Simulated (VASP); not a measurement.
A run of VASP 6.6.1 is set up as follows.

Contents of INCAR:

```
  PREC = Accurate
  ENCUT = 520
  EDIFF = 1E-6
  ISMEAR = -1
  SIGMA = 0.05
  LREAL = False
  LASPH = True
  NELM = 60
  ALGO = Normal
  ISIF = 2
  LWAVE = False
  LCHARG = False
  LDIPOL = True
  IDIPOL = 3
  DIPOL = 0.5 0.5 0.500
  GGA = PE
  NBANDS = 24
```

File KPOINTS:

```
Automatic mesh
0
Gamma
  14 14 1
```

The input POSCAR:

```
Ag
1.0
    2.9322829450      0.0000000000      0.0000000000
   -1.4661414725      2.5394315215      0.0000000000
    0.0000000000      0.0000000000     20.7884000000
Ag
3
Direct
    0.1666666667      0.3333333333      0.3856487930
    0.5000000000      1.0000000000      0.5000000001
    0.8333333333      0.6666666667      0.6143512066
```

Potentials or basis: VASP PAW PBE potentials, release 64 (Ag).

Command:

```sh
$ cat potpaw_PBE.64/Ag/POTCAR > POTCAR
$ mpirun -np 1 vasp_std > vasp.out
```

(1) Estimate the largest force.

## Answers

(1) 0.003 eV/Å.
